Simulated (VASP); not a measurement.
# Be2Cu11Ni3 in VASP: a series of runs

Runs on Be2Cu11Ni3. Level: PBE. Tasks: single point.

Program: VASP 6.6.1. These are calculated values, not measurements. Logs are shortened: lines on timing, memory, paths and dates and some standing lists are left out, and cuts for length are marked.

## (1) The cell of the first run

The cell holds an amorphous packing of atoms, 16 atoms: a = 5.616 Å, b = 5.635 Å, c = 5.823 Å, α = 90.51°, β = 90.83°, γ = 92.29°.

## (2) Single point, PBE

The input, INCAR:

```
SYSTEM = Be2Cu11Ni3
  PREC = Accurate
  ENCUT = 520
  EDIFF = 1E-6
  ISMEAR = -1
  SIGMA = 0.1818
  LREAL = Auto
  LASPH = .True.
  NELM = 60
  ALGO = Normal
  ISIF = 2
  LWAVE = .False.
  LCHARG = .False.
  GGA = PE
  ISYM = 0
  NBANDS = 92
```

The input, KPOINTS:

```
Automatic mesh
0
Gamma
  1 1 1
  0.25 0.25 0.25
```

The input, POSCAR:

```
Be2Cu11Ni3
1.0
    5.6151810000     -0.1125830000     -0.0418010000
   -0.1125830000      5.6341360000     -0.0260090000
   -0.0418010000     -0.0260090000      5.8223430000
Cu Ni Be
11 3 2
Direct
    0.9756223649      0.0722067820      0.7093828063
    0.1465945837      0.7994350548      0.9876874836
    0.4332327387      0.0366158584      0.2153517757
    0.5881474202      0.2975025405      0.9554912677
    0.3881310846      0.0405280070      0.6697812823
    0.8757644677      0.5563224534      0.1590284566
    0.6795640410      0.8473319515      0.9355259065
    0.6542225062      0.2918598875      0.4607622977
    0.7489416701      0.7626860314      0.5155033312
    0.3990071854      0.5289198556      0.1866266855
    0.1775056998      0.2741427024      0.4179762500
    0.4265264678      0.5852143815      0.7056320924
    0.8649825170      0.0768364780      0.2517143999
    0.1288451242      0.7853432785      0.4313148244
    0.9751114408      0.4817729907      0.7377284483
    0.1906439150      0.2229491113      0.0388461809
```

Potentials or basis: VASP PAW PBE potentials, release 64 (Cu, Ni, Be).

Command:

```
$ cat potpaw_PBE.64/Cu/POTCAR potpaw_PBE.64/Ni/POTCAR potpaw_PBE.64/Be/POTCAR > POTCAR
$ mpirun -np 1 vasp_std > vasp.out
```

OUTCAR:

```text
SYSTEM = Be2Cu11Ni3
   PREC = Accurate
   ENCUT = 520
   EDIFF = 1E-6
   ISMEAR = -1
   LREAL = Auto
   LASPH = .True.
   NELM = 60
   ISIF = 2
   GGA = PE
   ISYM = 0

 ion  position               nearest neighbor table
   1  0.976  0.072  0.709-  15 2.31  11 2.33   5 2.35  16 2.38   9 2.38   2 2.46   7 2.46  14 2.47
                             8 2.65  13 2.73
   2  0.147  0.799  0.988-   6 2.26  16 2.40  10 2.41   3 2.42  15 2.45   1 2.46  14 2.59  12 2.61
                             7 2.66   5 2.66  13 2.74
   3  0.433  0.037  0.215-  16 2.03   4 2.28   8 2.33  11 2.33   7 2.42   2 2.42  13 2.43  14 2.53
                             5 2.66
   4  0.588  0.298  0.955-  10 2.18   3 2.28  16 2.31  12 2.39   6 2.42   5 2.43   7 2.61  13 2.66
[... 5 lines left out ...]
   7  0.680  0.847  0.936-  12 2.39   6 2.40   3 2.42  13 2.44   1 2.46   5 2.52   9 2.53   4 2.61
                             2 2.66  10 2.78
   8  0.654  0.292  0.461-  13 2.12   3 2.33   5 2.37  10 2.55  12 2.57   6 2.61   1 2.65  11 2.68
                             9 2.70
   9  0.749  0.763  0.516-  14 2.20  12 2.33   1 2.38  13 2.43  15 2.44   6 2.50   7 2.53   8 2.70
                             5 2.77
  10  0.399  0.529  0.187-   4 2.18  16 2.21  11 2.32   2 2.41   8 2.55  14 2.57   6 2.68   7 2.78
                            12 2.83
  11  0.178  0.274  0.418-  16 2.23  13 2.24  10 2.32   5 2.32   3 2.33   1 2.33  15 2.50   8 2.68
                            12 2.74  14 2.76  14 2.91
  12  0.427  0.585  0.706-   9 2.33   4 2.39   7 2.39   8 2.57  15 2.59  14 2.59   5 2.59   2 2.61
                            11 2.74  10 2.83
  13  0.865  0.077  0.252-   8 2.12  11 2.24  16 2.35   9 2.43   3 2.43   7 2.44  14 2.48   4 2.66
                             1 2.73   2 2.74   6 2.76
  14  0.129  0.785  0.431-   9 2.20   5 2.42   6 2.44   1 2.47  13 2.48   3 2.53  10 2.57   2 2.59
                            12 2.59  15 2.61  11 2.76  11 2.91
  15  0.975  0.482  0.738-   1 2.31   9 2.44   2 2.45  11 2.50   6 2.56  12 2.59  14 2.61
  16  0.191  0.223  0.039-   3 2.03  10 2.21  11 2.23   4 2.31  13 2.35   1 2.38   2 2.40

IMPORTANT INFORMATION: All symmetrisations will be switched off!
NOSYMM: (Re-)initialisation of all symmetry stuff for point group C_1.

----------------------------------------------------------------------------------------

                                     Primitive cell

  volume of cell :     184.1120

  direct lattice vectors                    reciprocal lattice vectors
     5.615181000 -0.112583000 -0.041801000     0.178169792  0.003566221  0.001295085
    -0.112583000  5.634136000 -0.026009000     0.003566221  0.177564544  0.000818802
    -0.041801000 -0.026009000  5.822343000     0.001295085  0.000818802  0.171765118

  length of vectors
     5.616465073  5.635320742  5.822551142     0.178210185  0.177602240  0.171771952

  position of ions in fractional coordinates (direct lattice)
     0.975622365  0.072206782  0.709382806
     0.146594584  0.799435055  0.987687484
     0.433232739  0.036615858  0.215351776
[... 94 lines left out ...]
   EFERMI =   0.00;   METHOD = LEGACY
   ISMEAR =    -1;   SIGMA  =   0.18  broadening in eV -4-tet -1-fermi 0-gaus
   EFERMI_NEDOS =   21; number of points for ismear=-14 and -15
   IALGO  =     38    algorithm
   IMIX   =      4    mixing-type and parameters
     AMIX     =   0.40;   BMIX     =  1.00
     AMIX_MAG =   1.60;   BMIX_MAG =  1.00
  volume/ion in A,a.u.               =      11.51        77.65
  Fermi-wavevector in a.u.,A,eV,Ry     =   1.545817  2.921170 32.511798  2.389550
  Thomas-Fermi vector in A             =   2.651142
   LORBIT       =      0    0 simple, 1 ext, 2 COOP (PROOUT), +10 PAW based schemes
   GGA     = PE    functional components
   LHFCALC =     F    Hartree Fock is set to
   AEXX    =    0.0000 exact exchange contribution
   IVDW    =     0    specifies the selected vdW correction
   LEPSILON=     F    determine dielectric tensor
   LRPA    =     F    only Hartree local field effects (RPA)
 non-spin polarized calculation
  energy-cutoff  :      520.00
  volume of cell :      184.11
 maximum number of plane-waves:      4946
 NGX is ok and might be reduce to    42
   NGX = 21   NGY = 21   NGZ = 21

 number of electron     155.0000029 magnetization

 Free energy of the ion-electron system (eV)
  ---------------------------------------------------
  ext. energy  EPLUGINS =         0.00000000
  ---------------------------------------------------
  free energy    TOTEN  =       -61.41948457 eV

  energy without entropy =      -60.77053272  energy(sigma->0) =      -61.09500865

 E-fermi :   7.8400     XC(G=0): -12.4092

 val. band max:        7.2962477262   @ k =   0.2500   0.2500   0.2500
 cond. band min:       7.9027020439   @ k =   0.2500   0.2500   0.2500
 fundamental gap:      0.6064543178
 Fermi energy:         7.8399588913

 k-point     1 :       0.2500    0.2500    0.2500
  band No.  band energies     occupation
      1      -0.9731      2.00000
      2       0.7754      2.00000
      3       1.0718      2.00000
      4       1.3085      2.00000
      5       2.1130      2.00000
      6       2.4000      2.00000
[... 81 lines left out ...]
     88      12.0531      0.00000
     89      12.2186      0.00000
 [bands above 89 left out]

------------------------ aborting loop because EDIFF is reached ----------------------------------------

  FORCE on cell =-STRESS in cart. coord.  units (eV):
  Direction    XX          YY          ZZ          XY          YZ          ZX
  --------------------------------------------------------------------------------------
  -------------------------------------------------------------------------------------
  Total       12.2277218      5.2155801      9.2870092      4.3305770      2.3089539      0.0344388
  in kB      106.4079433     45.3869622     80.8173067     37.6854988     20.0929528      0.2996926
  external PRESSURE =      77.5374041 kB  Pullay stress =       0.0000000 kB

 VOLUME and BASIS-vectors are now :
 -----------------------------------------------------------------------------
  energy-cutoff  :      520.00
  volume of cell :      184.11
      direct lattice vectors                 reciprocal lattice vectors
     5.615181000 -0.112583000 -0.041801000     0.178169792  0.003566221  0.001295085
    -0.112583000  5.634136000 -0.026009000     0.003566221  0.177564544  0.000818802
    -0.041801000 -0.026009000  5.822343000     0.001295085  0.000818802  0.171765118

 POSITION                                       TOTAL-FORCE (eV/Angst)
 -----------------------------------------------------------------------------------
      5.44051      0.27853      4.08761        -1.240735      0.611336      0.592900
      0.69187      4.46193      5.72373         0.418290      0.503309     -0.933399
      2.41956      0.15192      1.23479         0.223830     -2.380331      0.989526
      3.22912      1.58510      5.53088         2.255425     -0.530809     -1.866961
      2.14687      0.16722      3.88242         0.891889     -0.652941      1.008176
      4.84830      3.03166      0.87484        -0.109568     -1.234661      0.873050
[... 8 lines left out ...]
      5.39035      2.58541      4.24202         0.098813      0.381031     -0.150911
      1.04378      1.23365      0.21241        -1.531952      0.559075     -1.488585
 -----------------------------------------------------------------------------------
    total drift:                               -0.002688      0.000991      0.000663

  FREE ENERGIE OF THE ION-ELECTRON SYSTEM (eV)
  ---------------------------------------------------
  free  energy   TOTEN  =       -61.4194845718 eV

  energy  without entropy=      -60.7705327249  energy(sigma->0) =      -61.09500865
```

It took 88 s on 1 thread of Intel Xeon Platinum 8259CL at 2.50GHz (Skylake/Cascade Lake), shared host; peak memory 0.28 GiB.

Results:

| Quantity | Value |
| --- | --- |
| Free energy | -61.4195 eV |
| Pressure | 7.8 GPa |
| Largest force | 3.416 eV/Å |

Forces on the atoms (eV/Å):
```
Cu  -1.241  0.611  0.593
Cu   0.418  0.503 -0.933
Cu   0.224 -2.380  0.990
Cu   2.255 -0.531 -1.867
Cu   0.892 -0.653  1.008
Cu  -0.110 -1.235  0.873
Cu  -0.188 -0.387 -0.120
Cu  -0.338  2.587  2.118
Cu  -2.065 -0.606 -0.207
Cu   0.055  2.000  1.016
Cu  -0.275  1.925  1.055
Ni  -1.651 -0.727 -0.343
Ni   1.273 -1.787 -2.618
Ni   2.184 -0.259  0.074
Be   0.099  0.381 -0.151
Be  -1.532  0.559 -1.489
```

Stress tensor (GPa, compression positive):
```
10.64  3.77  0.03
 3.77  4.54  2.01
 0.03  2.01  8.08
```

Levels at points of the mesh, in eV from the Fermi level:
| k point | band 73 | band 74 | band 75 | band 76 | band 77 | band 78 | band 79 | band 80 | band 81 | band 82 |
| --- | --- | --- | --- | --- | --- | --- | --- | --- | --- | --- |
| (0.25, 0.25, 0.25) | -1.06 | -0.96 | -0.85 | -0.63 | -0.54 | 0.06 | 0.33 | 0.61 | 0.91 | 1.09 |

Caveat: the k points lie up to 1.12 Å⁻¹ apart. Spin polarisation is off, so any magnetic state and its effect on volume and gap are missing.

## (3) Single point, PBE

The input, INCAR:

```
SYSTEM = Be2Cu11Ni3
ALGO = Normal ; EDIFF = 1E-7
ENCUT = 520 ; GGA = PE
ISIF = 2 ; ISMEAR = -1
ISYM = 0 ; LASPH = .TRUE.
LCHARG = .FALSE. ; LREAL = Auto
LWAVE = .FALSE. ; NBANDS = 92
NELM = 100 ; PREC = Accurate
SIGMA = 0.1818
```

KPOINTS is that of step 2.

The input, POSCAR:

```
Be2Cu11Ni3
1.0
    5.6151810000     -0.1125830000     -0.0418010000
   -0.1125830000      5.6341360000     -0.0260090000
   -0.0418010000     -0.0260090000      5.8223430000
Cu Ni Be
11 3 2
Direct
    0.9536910575      0.1027437153      0.7376548412
    0.1195718653      0.8000426935      1.0296275115
    0.4841760242      0.0176816080      0.2347877689
    0.6575831942      0.3068412555      0.9564256639
    0.3890880382      0.0503054483      0.7157537204
    0.9037811961      0.5331623181      0.2219082552
    0.6741930600      0.7769812352      0.9086189957
    0.6252865486      0.3408880864      0.5327849564
    0.6778858130      0.8202063186      0.4866211164
    0.4180331695      0.5848682195      0.2413265660
    0.1765146142      0.2893771115      0.4460554620
    0.3678354624      0.5433956329      0.7823398703
    0.9214985052      0.0873848463      0.2131970500
    0.1562514888      0.8183352176      0.4357971609
    0.9494551317      0.5983676697      0.6692038100
    0.1376507060      0.2868430798     -0.0165791609
```

Potentials or basis: VASP PAW PBE potentials, release 64 (Cu, Ni, Be).

Command:

```
$ cat potpaw_PBE.64/Cu/POTCAR potpaw_PBE.64/Ni/POTCAR potpaw_PBE.64/Be/POTCAR > POTCAR
$ mpirun -np 1 vasp_std > vasp.out
```

Wall time 80 s (1 thread of Intel Xeon Platinum 8259CL at 2.50GHz (Skylake/Cascade Lake), shared host); peak memory 0.28 GiB.

Results (log left out):

| Item | Value |
| --- | --- |
| Free energy | -62.8327 eV |
| Pressure | 4.8 GPa |
| Largest force | 2.708 eV/Å |

Forces on the atoms (eV/Å):
```
Cu  -1.116 -1.442 -0.944
Cu   1.058  0.514 -2.273
Cu  -1.388  1.591 -1.696
Cu   0.132  0.165  0.270
Cu  -0.220 -0.562  0.949
Cu  -0.774 -0.576  0.943
Cu   1.133  0.793  1.281
Cu   1.037  0.224 -0.961
Cu   1.211 -1.063  1.384
Cu   0.372 -1.206 -1.265
Cu   0.716  1.102  0.420
Ni  -2.069 -0.300 -1.029
Ni  -1.464 -0.304 -0.213
Ni  -0.374  0.388  1.772
Be   0.573 -0.512  0.317
Be   1.171  1.187  1.047
```

Stress tensor (GPa, compression positive):
```
4.98 3.69 4.93
3.69 2.11 0.75
4.93 0.75 7.17
```

Levels at points of the mesh, in eV from the Fermi level:
| k point | band 74 | band 75 | band 76 | band 77 | band 78 | band 79 | band 80 | band 81 |
| --- | --- | --- | --- | --- | --- | --- | --- | --- |
| (0.25, 0.25, 0.25) | -1.19 | -1.10 | -0.94 | -0.81 | 0.15 | 0.33 | 0.52 | 0.69 |

Caveat: the k points lie up to 1.12 Å⁻¹ apart. Spin polarisation is off, so any magnetic state and its effect on volume and gap are missing.

## (4) Single point, PBE

The input, INCAR:

```
PREC = Accurate
ENCUT = 520
EDIFF = 1E-7
ISMEAR = -1
SIGMA = 0.1818
LREAL = Auto
LASPH = True
NELM = 80
ALGO = Normal
ISIF = 2
LWAVE = False
LCHARG = False
GGA = PE
NBANDS = 92
ISYM = 0
```

KPOINTS is that of step 3.

The input, POSCAR:

```
Be2Cu11Ni3
1.0
    5.6151810000     -0.1125830000     -0.0418010000
   -0.1125830000      5.6341360000     -0.0260090000
   -0.0418010000     -0.0260090000      5.8223430000
Cu Ni Be
11 3 2
Direct
    0.9308476941      0.0269896538      0.7358127713
    0.1521234207      0.7713785687      1.0269234733
    0.4345551998      0.0409229458      0.2304938419
    0.6893420967      0.3153303521      0.9409776470
    0.4013718958      0.0445691781      0.7387888255
    0.9085806828      0.5024783377      0.2282114847
    0.6724877780      0.7908401692      0.9680255223
    0.6618449293      0.3078881063      0.5227412129
    0.6742797083      0.7699611793      0.5389121676
    0.4734956234      0.5761191394      0.2281143301
    0.1567084335      0.2788889105      0.4947266403
    0.3531730553      0.4925358145      0.8033173846
    0.8681858526      0.0289636181      0.2266905869
    0.1287734585      0.7713130159      0.4993551461
    0.9555161602      0.4702506802      0.7518709016
    0.1261506307      0.3029805087      0.0386395035
```

Command:

```
$ cat potpaw_PBE.64/Cu/POTCAR potpaw_PBE.64/Ni/POTCAR potpaw_PBE.64/Be/POTCAR > POTCAR
$ mpirun -np 1 vasp_std > vasp.out
```

It took 86 s on 1 thread of Intel Xeon Platinum 8259CL at 2.50GHz (Skylake/Cascade Lake), shared host; peak memory 0.28 GiB.

The run converged. Its results:

- Free energy: -63.2686 eV
- Pressure: 3.2 GPa
- Largest force: 2.434 eV/Å

Forces in eV/Å, atoms in the order of the input:
```
Cu   0.538  1.026  0.997
Cu  -0.218  0.548 -0.622
Cu  -0.626  0.292  0.277
Cu  -0.577 -1.157  0.813
Cu  -0.512 -0.580  0.585
Cu  -0.445  1.111  1.503
Cu   0.068 -0.333 -1.163
Cu  -0.297 -0.069 -0.574
Cu  -0.482 -0.746 -0.400
Cu  -1.754 -1.515  0.743
Cu   0.348  0.215 -1.426
Ni   0.052  0.675 -0.755
Ni   1.562  1.081  1.050
Ni   0.885 -0.664 -0.216
Be   0.673  1.505 -0.564
Be   0.784 -1.387 -0.247
```

Stress tensor (GPa, compression positive):
```
3.81 3.49 1.53
3.49 0.02 3.10
1.53 3.10 5.74
```

Levels at points of the mesh, in eV from the Fermi level:
```tsv
k point	band 74	band 75	band 76	band 77	band 78	band 79	band 80	band 81
(0.25, 0.25, 0.25)	-1.01	-0.86	-0.74	-0.59	0.06	0.34	0.74	0.93
```

Caveat: the k points lie up to 1.12 Å⁻¹ apart. Spin polarisation is off, so any magnetic state and its effect on volume and gap are missing.

[end of part 1 of 2]
